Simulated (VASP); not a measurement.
Wanted: the native input for a VASP 6.6.1 run.

```yaml
Task: single point
Functional: PBE
Potentials_or_basis: VASP PAW PBE potentials, release 64 (Sc_sv, C, H)
Cutoff: 520 eV
k_mesh: 4 × 4 × 1
Occupations: gaussian, width 0.05 eV
Spin: no spin polarisation
Dipole_correction: no
Further_INCAR_settings: ALGO = Normal; EDIFF = 1e-06; NBANDS = 82; NELMDL = -8
```

The structure of Sc12HC lies in POSCAR:

```
Sc12HC
1.0
    6.6200000000      0.0000000000      0.0000000000
    3.3100000000      5.7330880000      0.0000000000
    0.0000000000      0.0000000000     16.2761400000
Sc C H
12 1 1
Direct
    0.0000000000      0.0000000000      0.0614396000
    0.5000000000      0.0000000000      0.0614396000
    0.0000000000      0.5000000000      0.0614396000
    0.5000000000      0.5000000000      0.0614396000
   -0.1669547980      0.3335529631      0.2153268262
    0.3335446787      0.3334790968      0.2152087451
   -0.1664223059      0.8333321919      0.2138140177
    0.3335996402      0.8330171199      0.2152766950
    0.0107568479      0.0105724125      0.3757689526
    0.4799662371      0.0102141799      0.3756154114
    0.0104735073      0.4796386396      0.3756744184
    0.4998708443      0.5001324287      0.3679875268
    0.1674764429      0.1668345444      0.4502065926
    0.1673013810      0.1676495187      0.5184648327
```

These files were run (other wordings do the same):

INCAR

```
PREC = Accurate
ENCUT = 520
EDIFF = 1E-6
ISMEAR = 0
SIGMA = 0.05
LREAL = False
LASPH = True
NELM = 120
ALGO = Normal
ISIF = 2
LWAVE = False
LCHARG = False
GGA = PE
NBANDS = 82
GGA_COMPAT = False
NELMDL = -8
```

KPOINTS

```
Automatic mesh
0
Gamma
  4 4 1
```

Potentials or basis: VASP PAW PBE potentials, release 64 (Sc_sv, C, H).

Launch:

```bash
$ cat potpaw_PBE.64/Sc_sv/POTCAR potpaw_PBE.64/C/POTCAR potpaw_PBE.64/H/POTCAR > POTCAR
$ mpirun -np 1 vasp_std > vasp.out
```

It gave:

The largest force is 0.125 eV/Å and the band gap on the k mesh is zero (an odd number of electrons rules out a gap without spin polarisation).

Caveat: there is no dipole correction, which matters where the two faces differ.

It took 21 min on 1 thread of AMD EPYC 7R13 Processor (Zen 3), with other jobs on the host, peak memory 0.84 GiB.
